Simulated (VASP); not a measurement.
Runs of VASP 6.6.1 on Pb. The structure is that of space group P6_3/mmc (No. 194), or close to it. The cells are those of the table. This isn't the form of Pb at room conditions, which is fcc.

```tsv
cell	gap on the mesh (eV)	pressure (GPa)
a = 3.619, b = 3.619, c = 6.037 Å, angles 90.0, 90.0, 120.0°, 2 atoms	none	-3.5
a = 3.758, b = 3.758, c = 5.814 Å, angles 90.0, 90.0, 120.0°, 2 atoms	none	(a)
a = 3.202, b = 3.202, c = 5.143 Å, angles 90.0, 90.0, 120.0°, 2 atoms	none	28.4
a = 3.202, b = 3.202, c = 5.590 Å, angles 90.0, 90.0, 120.0°, 2 atoms	none	(b)
a = 3.202, b = 3.202, c = 5.366 Å, angles 90.0, 90.0, 120.0°, 2 atoms	none	22.2
```

Alike in all rows: task single point; level r2SCAN; potentials or basis VASP PAW PBE potentials, release 64 (Pb_d); no spin polarisation; k mesh 18 × 18 × 10; cutoff (eV) 520; smearing gaussian 0.15 eV.

Estimate the missing entries.

(a) -4.2; (b) 17.1.

Caveats: the PAW data sets were made with another functional, which shifts forces and pressure a little; spin-orbit coupling is left out, which moves the levels of the heavy elements; the cell stands under tension (at least some runs); the cell stands under pressure (at least some runs); the stress differs along the axes, from 13 to 19 GPa (at least some runs).

A k mesh can miss the band edges, and the runs leave out spin-orbit coupling on Pb.

A gap of «none» marks levels without a gap at the run's occupations.
